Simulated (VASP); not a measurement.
# MnO2 (P4_2/mnm) in VASP: notebook

Runs on MnO2. Level: PBE+U. Tasks: relaxation of cell and atoms, single point.

All numbers are computed with VASP 6.6.1; they aren't measurements. Logs are shortened: lines on timing, memory, paths and dates and some standing lists are left out, and cuts for length are marked.

**1. The cell of the first run**

Symmetry: P4_2/mnm, No. 136, tetragonal system. The conventional cell has a = 4.396 Å, b = 4.396 Å, c = 2.871 Å, α = 90.00°, β = 90.00°, γ = 90.00°. Mn (site symmetry mmm) has 6 O at 1.88 to 1.89 Å within 2.5 Å. Within 2.5 Å of O (site symmetry m2m) lie 3 Mn at 1.88 to 1.89 Å and 1 O at 2.46 Å.

**2. Relaxation of cell and atoms, PBE+U, collinear spin, ferromagnetic start**

The input, INCAR:

```
ALGO = Normal
EDIFF = 1E-6
EDIFFG = -0.05
ENCUT = 600
GGA = PE
IBRION = 2
ISIF = 3
ISMEAR = 0
ISPIN = 2
LASPH = T
LCHARG = F
LDAU = T
LDAUJ = 0 0
LDAUL = 2 -1
LDAUPRINT = 1
LDAUTYPE = 2
LDAUU = 3.9 0
LMAXMIX = 4
LORBIT = 11
LREAL = F
LWAVE = F
MAGMOM = 2.91 2.91 0 0 0 0
NELM = 150
NSW = 100
PREC = Accurate
SIGMA = 0.1
```

The input, KPOINTS:

```
k-points
0
Gamma
  4 4 8
```

The input, POSCAR:

```
MnO2
1.0
    4.3960000000      0.0000000000      0.0000000000
    0.0000000000      4.3960000000      0.0000000000
    0.0000000000      0.0000000000      2.8710000000
Mn O
2 4
Direct
    0.0000000000      0.0000000000      0.0000000000
    0.5000000000      0.5000000000      0.5000000000
    0.3020000000      0.3020000000      0.0000000000
    0.1980000000      0.8020000000      0.5000000000
    0.6980000000      0.6980000000      0.0000000000
    0.8020000000      0.1980000000      0.5000000000
```

Potentials or basis: VASP PAW PBE potentials, release 64 (Mn_pv, O).

Run with:

```sh
cat potpaw_PBE.64/Mn_pv/POTCAR potpaw_PBE.64/O/POTCAR > POTCAR
mpirun -np 1 vasp_std > vasp.out
```

OUTCAR:

```text
EDIFF = 1E-6
   EDIFFG = -0.05
   ENCUT = 600
   GGA = PE
   IBRION = 2
   ISIF = 3
   ISMEAR = 0
   ISPIN = 2
   LASPH = T
   LORBIT = 11
   LREAL = F
   NELM = 150
   NSW = 100
   PREC = Accurate

 ion  position               nearest neighbor table
   1  0.000  0.000  0.000-   3 1.88   5 1.88   4 1.89   6 1.89   4 1.89   6 1.89
   2  0.500  0.500  0.500-   4 1.88   6 1.88   5 1.89   3 1.89   3 1.89   5 1.89
   3  0.302  0.302  0.000-   1 1.88   2 1.89   2 1.89
   4  0.198  0.802  0.500-   2 1.88   1 1.89   1 1.89
   5  0.698  0.698  0.000-   1 1.88   2 1.89   2 1.89
   6  0.802  0.198  0.500-   2 1.88   1 1.89   1 1.89

  LATTYP: Found a simple tetragonal cell.
 ALAT       =     4.3960000000
 C/A-ratio  =     0.6530937216

  Lattice vectors:

 A1 = (   4.3960000000,   0.0000000000,   0.0000000000)
 A2 = (   0.0000000000,   4.3960000000,   0.0000000000)
 A3 = (   0.0000000000,   0.0000000000,   2.8710000000)

Analysis of symmetry for initial positions (statically):
=====================================================================
 Subroutine PRICEL returns:
 Original cell was already a primitive cell.

 Routine SETGRP: Setting up the symmetry group for a
 simple tetragonal supercell.

 Subroutine GETGRP returns: Found 16 space group operations
 (whereof  8 operations were pure point group operations)
 out of a pool of 16 trial point group operations.

The static configuration has the point symmetry D_2h.
 The point group associated with its full space group is D_4h.

Analysis of symmetry for dynamics (positions and initial velocities):
=====================================================================
 Subroutine PRICEL returns:
 Original cell was already a primitive cell.

 Routine SETGRP: Setting up the symmetry group for a
 simple tetragonal supercell.

 Subroutine GETGRP returns: Found 16 space group operations
 (whereof  8 operations were pure point group operations)
 out of a pool of 16 trial point group operations.

The dynamic configuration has the point symmetry D_2h.
 The point group associated with its full space group is D_4h.

Analysis of structural, dynamic, and magnetic symmetry:
=====================================================================
 Subroutine PRICEL returns:
 Original cell was already a primitive cell.

 Routine SETGRP: Setting up the symmetry group for a
 simple tetragonal supercell.

 Subroutine GETGRP returns: Found 16 space group operations
 (whereof  8 operations were pure point group operations)
 out of a pool of 16 trial point group operations.

The overall configuration has the point symmetry D_2h.
 The point group associated with its full space group is D_4h.

 Subroutine INISYM returns: Found 16 space group operations
 (whereof  8 operations are pure point group operations),
 and found     1 'primitive' translations

----------------------------------------------------------------------------------------

                                     Primitive cell

  volume of cell :      55.4815

  direct lattice vectors                    reciprocal lattice vectors
     4.396000000  0.000000000  0.000000000     0.227479527  0.000000000  0.000000000
     0.000000000  4.396000000  0.000000000     0.000000000  0.227479527  0.000000000
     0.000000000  0.000000000  2.871000000     0.000000000  0.000000000  0.348310693

  length of vectors
     4.396000000  4.396000000  2.871000000     0.227479527  0.227479527  0.348310693

  position of ions in fractional coordinates (direct lattice)
     0.000000000  0.000000000  0.000000000
     0.500000000  0.500000000  0.500000000
     0.302000000  0.302000000  0.000000000
     0.198000000  0.802000000  0.500000000
     0.698000000  0.698000000  0.000000000
     0.802000000  0.198000000  0.500000000

  ion indices of the primitive-cell ions
   primitive index   ion index
                 1           1
                 2           2
                 3           3
                 4           4
                 5           5
                 6           6
[... 90 lines left out ...]
   IMIX   =      4    mixing-type and parameters
     AMIX     =   0.40;   BMIX     =  1.00
     AMIX_MAG =   1.60;   BMIX_MAG =  1.00
  volume/ion in A,a.u.               =       9.25        62.40
  Fermi-wavevector in a.u.,A,eV,Ry     =   1.581304  2.988231 34.021663  2.500522
  Thomas-Fermi vector in A             =   2.681400
   LORBIT       =     11    0 simple, 1 ext, 2 COOP (PROOUT), +10 PAW based schemes
 LDA+U is selected, type is set to LDAUTYPE =  2
   angular momentum for each species LDAUL =     2   -1
   U (eV)           for each species LDAUU =   3.9  0.0
   J (eV)           for each species LDAUJ =   0.0  0.0
   GGA     = PE    functional components
   LHFCALC =     F    Hartree Fock is set to
   AEXX    =    0.0000 exact exchange contribution
   IVDW    =     0    specifies the selected vdW correction
   LEPSILON=     F    determine dielectric tensor
   LRPA    =     F    only Hartree local field effects (RPA)
 conjugate gradient relaxation of ions
 spin polarized calculation
 Gauss-broadening in eV      SIGMA  =   0.10
  energy-cutoff  :      600.00
  volume of cell :       55.48
 maximum number of plane-waves:      1883
 NGX is ok and might be reduce to    36
   NGX = 17   NGY = 17   NGZ = 11

--------------------------------------- Ionic step        1  -------------------------------------------

 number of electron      49.9999990 magnetization       6.0322906

 Free energy of the ion-electron system (eV)
  ---------------------------------------------------
  ext. energy  EPLUGINS =         0.00000000
  ---------------------------------------------------
  free energy    TOTEN  =       -42.25451144 eV

  energy without entropy =      -42.25285948  energy(sigma->0) =      -42.25368546

------------------------ aborting loop because EDIFF is reached ----------------------------------------

  FORCE on cell =-STRESS in cart. coord.  units (eV):
  Direction    XX          YY          ZZ          XY          YZ          ZX
  --------------------------------------------------------------------------------------
  -------------------------------------------------------------------------------------
  Total        3.7379149      3.7379149      4.3686145      0.0000000      0.0000000      0.0000000
  in kB      107.9422421    107.9422421    126.1553710      0.0000000      0.0000000      0.0000000
  external PRESSURE =     114.0132851 kB  Pullay stress =       0.0000000 kB
[... 101 lines left out ...]
  FREE ENERGIE OF THE ION-ELECTRON SYSTEM (eV)
  ---------------------------------------------------
  free  energy   TOTEN  =       -42.3735572795 eV

  energy  without entropy=      -42.3693511247  energy(sigma->0) =      -42.37145420

atom =   1  type =  1  l = 2

 onsite density matrix

spin component  1

  0.6515  0.0000  0.1845  0.0000  0.0000
  0.0000  0.7436  0.0000  0.2199  0.0000
  0.1845  0.0000  0.8396  0.0000  0.0000
  0.0000  0.2199  0.0000  0.7436  0.0000
  0.0000  0.0000  0.0000  0.0000  0.9698

spin component  2

  0.2160  0.0000 -0.1034  0.0000  0.0000
  0.0000  0.2080  0.0000 -0.1100  0.0000
 -0.1034  0.0000  0.1295  0.0000  0.0000
  0.0000 -0.1100  0.0000  0.2080  0.0000
  0.0000  0.0000  0.0000  0.0000  0.1034

 occupancies and eigenvectors

  o =  0.0606  v =  0.0000  0.0000  0.0000  0.0000  0.0000 -0.5541 -0.0000 -0.8324  0.0000  0.0000      0.0000  0.0000  0.0000  0.0000  0.0000  0.0000  0.0000  0.0000  0.0000  0.0000
  o =  0.0980  v =  0.0000  0.0000  0.0000  0.0000  0.0000  0.0000 -0.7071  0.0000 -0.7071 -0.0000      0.0000  0.0000  0.0000  0.0000  0.0000  0.0000  0.0000  0.0000  0.0000  0.0000
  o =  0.1034  v =  0.0000  0.0000  0.0000  0.0000  0.0000 -0.0000  0.0000 -0.0000  0.0000 -1.0000      0.0000  0.0000  0.0000  0.0000  0.0000  0.0000  0.0000  0.0000  0.0000  0.0000
  o =  0.2848  v =  0.0000  0.0000  0.0000  0.0000  0.0000 -0.8324 -0.0000  0.5541  0.0000  0.0000      0.0000  0.0000  0.0000  0.0000  0.0000  0.0000  0.0000  0.0000  0.0000  0.0000
  o =  0.3180  v =  0.0000  0.0000  0.0000  0.0000  0.0000  0.0000 -0.7071  0.0000  0.7071 -0.0000      0.0000  0.0000  0.0000  0.0000  0.0000  0.0000  0.0000  0.0000  0.0000  0.0000
  o =  0.5237  v =  0.0000  0.7071  0.0000 -0.7071  0.0000  0.0000  0.0000  0.0000  0.0000  0.0000      0.0000  0.0000  0.0000  0.0000  0.0000  0.0000  0.0000  0.0000  0.0000  0.0000
  o =  0.5384  v = -0.8527  0.0000  0.5224  0.0000  0.0000  0.0000  0.0000  0.0000  0.0000  0.0000      0.0000  0.0000  0.0000  0.0000  0.0000  0.0000  0.0000  0.0000  0.0000  0.0000
  o =  0.9527  v = -0.5224  0.0000 -0.8527  0.0000 -0.0000  0.0000  0.0000  0.0000  0.0000  0.0000      0.0000  0.0000  0.0000  0.0000  0.0000  0.0000  0.0000  0.0000  0.0000  0.0000
  o =  0.9636  v =  0.0000 -0.7071  0.0000 -0.7071 -0.0000  0.0000  0.0000  0.0000  0.0000  0.0000      0.0000  0.0000  0.0000  0.0000  0.0000  0.0000  0.0000  0.0000  0.0000  0.0000
  o =  0.9698  v =  0.0000 -0.0000 -0.0000  0.0000  1.0000  0.0000  0.0000  0.0000  0.0000  0.0000      0.0000  0.0000  0.0000  0.0000  0.0000  0.0000  0.0000  0.0000  0.0000  0.0000

atom =   2  type =  1  l = 2

 onsite density matrix

spin component  1

  0.6515  0.0000 -0.1845  0.0000 -0.0000
  0.0000  0.7436  0.0000 -0.2199  0.0000
 -0.1845  0.0000  0.8396  0.0000  0.0000
  0.0000 -0.2199  0.0000  0.7436  0.0000
 -0.0000  0.0000  0.0000  0.0000  0.9698

spin component  2

  0.2160  0.0000  0.1034  0.0000  0.0000
  0.0000  0.2080  0.0000  0.1100  0.0000
  0.1034  0.0000  0.1295  0.0000 -0.0000
  0.0000  0.1100  0.0000  0.2080  0.0000
  0.0000  0.0000 -0.0000  0.0000  0.1034

 occupancies and eigenvectors

  o =  0.0606  v =  0.0000  0.0000  0.0000  0.0000  0.0000 -0.5541  0.0000  0.8324 -0.0000  0.0000      0.0000  0.0000  0.0000  0.0000  0.0000  0.0000  0.0000  0.0000  0.0000  0.0000
  o =  0.0980  v =  0.0000  0.0000  0.0000  0.0000  0.0000 -0.0000 -0.7071  0.0000  0.7071 -0.0000      0.0000  0.0000  0.0000  0.0000  0.0000  0.0000  0.0000  0.0000  0.0000  0.0000
  o =  0.1034  v =  0.0000  0.0000  0.0000  0.0000  0.0000 -0.0000  0.0000  0.0000 -0.0000 -1.0000      0.0000  0.0000  0.0000  0.0000  0.0000  0.0000  0.0000  0.0000  0.0000  0.0000
  o =  0.2848  v =  0.0000  0.0000  0.0000  0.0000  0.0000 -0.8324 -0.0000 -0.5541 -0.0000  0.0000      0.0000  0.0000  0.0000  0.0000  0.0000  0.0000  0.0000  0.0000  0.0000  0.0000
  o =  0.3180  v =  0.0000  0.0000  0.0000  0.0000  0.0000  0.0000 -0.7071  0.0000 -0.7071 -0.0000      0.0000  0.0000  0.0000  0.0000  0.0000  0.0000  0.0000  0.0000  0.0000  0.0000
  o =  0.5237  v =  0.0000  0.7071  0.0000  0.7071 -0.0000  0.0000  0.0000  0.0000  0.0000  0.0000      0.0000  0.0000  0.0000  0.0000  0.0000  0.0000  0.0000  0.0000  0.0000  0.0000
  o =  0.5384  v = -0.8527  0.0000 -0.5224  0.0000 -0.0000  0.0000  0.0000  0.0000  0.0000  0.0000      0.0000  0.0000  0.0000  0.0000  0.0000  0.0000  0.0000  0.0000  0.0000  0.0000
  o =  0.9527  v = -0.5224  0.0000  0.8527  0.0000  0.0000  0.0000  0.0000  0.0000  0.0000  0.0000      0.0000  0.0000  0.0000  0.0000  0.0000  0.0000  0.0000  0.0000  0.0000  0.0000
  o =  0.9636  v =  0.0000  0.7071  0.0000 -0.7071 -0.0000  0.0000  0.0000  0.0000  0.0000  0.0000      0.0000  0.0000  0.0000  0.0000  0.0000  0.0000  0.0000  0.0000  0.0000  0.0000
  o =  0.9698  v =  0.0000 -0.0000  0.0000  0.0000 -1.0000  0.0000  0.0000  0.0000  0.0000  0.0000      0.0000  0.0000  0.0000  0.0000  0.0000  0.0000  0.0000  0.0000  0.0000  0.0000

--------------------------------------- Ionic step        4  -------------------------------------------

 number of electron      49.9999975 magnetization       6.0756760

 Free energy of the ion-electron system (eV)
  ---------------------------------------------------
  ext. energy  EPLUGINS =         0.00000000
  ---------------------------------------------------
  free energy    TOTEN  =       -42.37939954 eV

  energy without entropy =      -42.37546181  energy(sigma->0) =      -42.37743067

 E-fermi :   4.3187     XC(G=0): -11.7085

 val. band max:        4.2943169195   @ k =   0.2500   0.0000   0.0000
 cond. band min:       4.3670437441   @ k =   0.5000   0.0000   0.5000
 fundamental gap:      0.0727268246
 Fermi energy:         4.3186798621

 spin component 1

 k-point     1 :       0.0000    0.0000    0.0000
  band No.  band energies     occupation
      1     -46.4442      1.00000
      2     -46.4384      1.00000
      3     -46.4132      1.00000
      4     -46.4132      1.00000
      5     -46.3615      1.00000
      6     -46.3615      1.00000
[... 1756 lines left out ...]
  FREE ENERGIE OF THE ION-ELECTRON SYSTEM (eV)
  ---------------------------------------------------
  free  energy   TOTEN  =       -42.3793995414 eV

  energy  without entropy=      -42.3754618064  energy(sigma->0) =      -42.37743067

 reached required accuracy - stopping structural energy minimisation

 total charge

# of ion       s       p       d       tot
------------------------------------------
    1        0.337   6.430   4.783  11.550
    2        0.337   6.430   4.783  11.550
    3        1.565   3.453   0.000   5.018
    4        1.565   3.453   0.000   5.018
    5        1.565   3.453   0.000   5.018
    6        1.565   3.453   0.000   5.018
--------------------------------------------------
tot          6.934  26.673   9.566  43.172

 magnetization (x)

# of ion       s       p       d       tot
------------------------------------------
    1        0.020   0.029   3.081   3.130
    2        0.020   0.029   3.081   3.130
    3       -0.002  -0.070   0.000  -0.072
    4       -0.002  -0.070   0.000  -0.072
    5       -0.002  -0.070   0.000  -0.072
    6       -0.002  -0.070   0.000  -0.072
--------------------------------------------------
tot          0.033  -0.224   6.162   5.971
```

Wall time 2.3 min (1 thread of Intel Xeon 6975P-C (Granite Rapids), shared host); peak memory 0.26 GiB.

What came out:

```
Free energy                                           : -42.3794 eV
Relaxed volume                                        : 9.77 Å³/atom
Relaxed cell                                          : a = 4.470 Å, b = 4.470 Å, c = 2.933 Å, α = 90.00°, β = 90.00°, γ = 90.00°
Space group after relaxing (to 0.1 Å)                 : P4_2/mnm (No. 136)
Energy gained by relaxing                             : 20.8 meV/atom
Ionic steps                                           : 4
Pressure after relaxing                               : 0.1 GPa
Largest force after relaxing                          : 0.011 eV/Å
Net moment                                            : 6.08 μB per cell
Site moments                                          : Mn +3.13; O -0.07 μB
Valence electrons inside the program's atomic spheres : Mn 11.55; O 5.02
```

Forces on the atoms (eV/Å):
```
Mn   0.000  0.000  0.000
Mn   0.000  0.000  0.000
O   -0.007 -0.007  0.000
O    0.007 -0.007  0.000
O    0.007  0.007  0.000
O   -0.007  0.007  0.000
```

The path:
| step | energy change (eV) | largest force (eV/Å) | pressure (GPa) | volume (Å³) |
| --- | --- | --- | --- | --- |
| 1 | 0.0000 | 0.4271 | 11.40 | 55.48 |
| 2 | -0.0762 | 0.1646 | -6.46 | 60.93 |
| 3 | -0.1190 | 0.2429 | -0.58 | 58.75 |
| 4 | -0.1249 | 0.0106 | 0.09 | 58.62 |

Final structure:
```
Mn O
1.0
     4.47042    0.00000    0.00000
     0.00000    4.47042    0.00000
     0.00000    0.00000    2.93338
Mn O
2 4
Direct
  0.00000 0.00000 0.00000
  0.50000 0.50000 0.50000
  0.30584 0.30584 0.00000
  0.19416 0.80584 0.50000
  0.69416 0.69416 0.00000
  0.80584 0.19416 0.50000
```

Levels at points of the mesh, in eV from the Fermi level:
Spin up:
```tsv
k point	band 24	band 25	band 26	band 27	band 28	band 29	band 30	band 31	band 32	band 33
(0.00, 0.00, 0.00)	-1.03	-0.93	-0.47	-0.39	-0.39	0.13	2.77	2.77	3.23	7.72
(0.50, 0.00, 0.00)	-1.41	-1.41	-1.41	-0.64	-0.64	2.20	2.20	2.61	2.61	10.13
(0.50, 0.50, 0.00)	-1.81	-1.28	-1.28	-0.10	-0.10	1.20	1.20	2.73	2.73	11.53
(0.00, 0.00, 0.50)	-2.59	-1.17	-1.17	-0.31	-0.31	1.20	1.20	1.69	1.69	12.58
(0.50, 0.00, 0.50)	-3.14	-1.06	-1.06	-0.34	-0.34	0.05	0.05	3.24	3.24	12.53
(0.50, 0.50, 0.50)	-2.61	-0.61	-0.61	-0.42	-0.42	1.71	1.71	1.92	1.92	12.04
```
Spin down:
| k point | band 20 | band 21 | band 22 | band 23 | band 24 | band 25 |
| --- | --- | --- | --- | --- | --- | --- |
| (0.00, 0.00, 0.00) | -0.42 | -0.42 | 0.25 | 2.04 | 2.13 | 2.41 |
| (0.50, 0.00, 0.00) | -2.19 | -0.59 | -0.59 | 2.61 | 2.61 | 2.96 |
| (0.50, 0.50, 0.00) | -1.77 | -1.36 | -1.36 | 1.97 | 1.97 | 2.41 |
| (0.00, 0.00, 0.50) | -2.15 | -1.61 | -1.61 | 2.92 | 2.92 | 3.08 |
| (0.50, 0.00, 0.50) | -1.99 | -0.94 | -0.94 | 2.17 | 2.17 | 2.78 |
| (0.50, 0.50, 0.50) | -1.01 | -0.82 | -0.82 | 2.78 | 2.78 | 3.08 |

Eigenvalues of the final occupation matrices:
| site | spin | trace | eigenvalues |
| --- | --- | --- | --- |
| site 1 d | 1 | 3.95 | 0.52 0.54 0.95 0.96 0.97 |
| site 1 d | 2 | 0.86 | 0.06 0.10 0.10 0.28 0.32 |
| site 2 d | 1 | 3.95 | 0.52 0.54 0.95 0.96 0.97 |
| site 2 d | 2 | 0.86 | 0.06 0.10 0.10 0.28 0.32 |

Caveat: only a ferromagnetic start was run, and an antiferromagnetic order may lie lower in energy.

(Part 1 of 3 ends here.)
